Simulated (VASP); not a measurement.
Here is a VASP 6.6.1 calculation.

The input INCAR:

```
PREC = Accurate ; ENCUT = 520
EDIFF = 1E-6 ; ISMEAR = 0
SIGMA = 0.15 ; LREAL = F
LASPH = T ; NELM = 150
ALGO = Normal ; ISIF = 2
LWAVE = F ; LCHARG = F
ISPIN = 2 ; MAGMOM = 0 0.125 0.125 0.125
LORBIT = 11 ; NUPDOWN = 0.375
LMAXMIX = 4 ; GGA = PE
NBANDS = 28
```

Contents of KPOINTS:

```
regular mesh
0
Gamma
  14 14 14
```

The input POSCAR:

```
AlNi3
1.0
    0.0000000000      2.7175807497      2.7175807497
    2.7175807497      0.0000000000      2.7175807497
    2.7175807497      2.7175807497      0.0000000000
Al Ni
1 3
Direct
    0.5000000000      0.5000000000      0.5000000000
    0.2500000000      0.2500000000      0.2500000000
    0.0000000000      0.0000000000      0.0000000000
    0.7500000000      0.7500000000      0.7500000000
```

Potentials or basis: VASP PAW PBE potentials, release 64 (Al, Ni).

The run is started by

```sh
$ cat potpaw_PBE.64/Al/POTCAR potpaw_PBE.64/Ni/POTCAR > POTCAR
$ mpirun -np 1 vasp_std > vasp.out
```

Problem. Predict the pressure.

Solution. 30.8 GPa.

Caveat: the cell stands under pressure; the total moment is fixed, so each spin has its own Fermi level and the state may be an excited one.
